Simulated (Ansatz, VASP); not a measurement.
## GePt: VASP beside Ansatz

```
CELL_PARAMETERS angstrom
1.39593 -2.41803 0.00000
1.39593 2.41803 0.00000
0.00000 0.00000 5.09023
ATOMIC_POSITIONS crystal
Ge 0.50000 0.50000 0.00000
Pt 0.50000 0.50000 0.50000
```

Alike in both runs: functional PBE; k mesh 6 × 6 × 4; occupations gaussian, width 0.1 eV; no spin polarisation.

Ansatz relaxed the structure, and its values are those at the end. VASP's run is a single point on that final structure, the one shown.

|  | VASP | Ansatz |
| --- | --- | --- |
| version | VASP 6.6.1 | Ansatz 0.2.0 |
| potentials or method | VASP PAW PBE potentials, release 64 (Ge_d, Pt), cutoff 520 eV | scalar-relativistic, plane waves, PAW |
| valence electrons in the cell | 24 | 32 |

VASP gave:

```
gap on the k mesh at the Fermi level (eV) : none
pressure (GPa)                            : -0.1
```

Task: What did Ansatz give for the same quantities?

Result: gap on the k mesh at the Fermi level (eV): none; pressure (GPa): 0.0.

A gap of «none» marks a metal or a gap that the smearing closes. The functional is the same, so the differences come from potentials, cutoffs and numerics. VASP's potentials hold 24 valence electrons a cell and Ansatz's 32, so a difference there can come from the potentials and not from the codes.

The k mesh is coarse, so the values compare programs but aren't converged. Spin-orbit coupling is off throughout.
